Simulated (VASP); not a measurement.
Crystal: Al2Cu.

```
Al Cu
1.0
     2.06331    1.19125    3.29747
    -2.06331    1.19125    3.29747
     0.00000   -2.38250    3.29747
Al Cu
2 1
Direct
  0.67258 0.67258 0.67258
  0.90700 0.90700 0.90700
  0.20092 0.20092 0.20092
```

The cell was built from a structure type or drawn by symmetry, and may not be a known phase.

```yaml
Program: VASP 6.6.1
Task: relaxation of cell and atoms
Functional: PBE
Potentials_or_basis: VASP PAW PBE potentials, release 64 (Al, Cu)
Cutoff: 600 eV
k_mesh: 6 × 6 × 6
Occupations: gaussian, width 0.1 eV
Spin: no spin polarisation
```

At the start: pressure 9.7 GPa; volume 16.21 Å³/atom.

Where does the relaxation end?

Over 16 steps the energy falls by 120.6 meV/atom and the volume is 17.58 Å³/atom (+8.5 %); space group R3m (No. 160, to 0.1 Å) before and after.

The path:
| step | energy change (eV) | largest force (eV/Å) | pressure (GPa) | volume (Å³) |
| --- | --- | --- | --- | --- |
| 1 | 0.0000 | 2.0841 | 9.69 | 48.63 |
| 2 | -0.2649 | 0.2087 | -2.33 | 55.83 |
| 3 | -0.2839 | 0.3042 | -0.35 | 54.04 |
| 4 | -0.2838 | 0.3250 | -0.11 | 53.93 |
| 5 | -0.3005 | 0.3692 | -0.39 | 53.90 |
| 6 | -0.3356 | 0.4544 | -1.00 | 53.75 |
| 7 | -0.2374 | 0.5474 | -0.34 | 53.28 |
| 8 | -0.3358 | 0.4917 | -1.06 | 53.71 |
| 9 | -0.3468 | 0.3792 | -0.72 | 53.38 |
| 10 | -0.3580 | 0.0546 | 0.25 | 52.47 |
| 11 | -0.3583 | 0.0837 | 0.10 | 52.60 |
| 12 | -0.3607 | 0.0526 | 0.05 | 52.69 |
| 13 | -0.3615 | 0.0470 | -0.03 | 52.77 |
| 14 | -0.3615 | 0.0457 | -0.01 | 52.76 |
| 15 | -0.3616 | 0.0431 | 0.02 | 52.76 |
| 16 | -0.3618 | 0.0324 | -0.02 | 52.75 |

Final structure:
```
Al Cu
1.0
     2.14451    1.23814    3.31101
    -2.14451    1.23814    3.31101
     0.00000   -2.47627    3.31101
Al Cu
2 1
Direct
  0.66339 0.66339 0.66339
  0.92747 0.92747 0.92747
  0.18964 0.18964 0.18964
```
